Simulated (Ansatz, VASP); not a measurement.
**Two plane-wave programs on ScAl3**

```
Sc Al
1.0
     4.07130    0.00000    0.00000
     0.00000    4.07130    0.00000
     0.00000    0.00000    4.07130
Sc Al
1 3
Direct
  0.00000 0.00000 0.00000
  0.50000 0.00000 0.50000
  0.00000 0.50000 0.50000
  0.50000 0.50000 0.00000
```

Alike in both runs: task single point; functional PBEsol; k mesh 12 × 12 × 12; occupations gaussian, width 0.15 eV; no spin polarisation.

|  | VASP | Ansatz |
| --- | --- | --- |
| version | VASP 6.6.1 | Ansatz 0.2.0 |
| potentials or method | VASP PAW PBE potentials, release 64 (Sc_sv, Al), cutoff 520 eV | scalar-relativistic, plane waves, PAW |
| valence electrons in the cell | 20 | 20 |

Ansatz gave:

| Property | Result |
| --- | --- |
| gap on the k mesh at the Fermi level (eV) | none |
| pressure (GPa) | 0.0 |

What did VASP give for the same quantities?

gap on the k mesh at the Fermi level (eV): none; pressure (GPa): 0.2.

VASP's potentials were made for PBE, not for PBEsol. A gap of «none» marks a metal or a gap that the smearing closes. With one functional, cell and mesh, what is left measures potentials, basis and numerics.
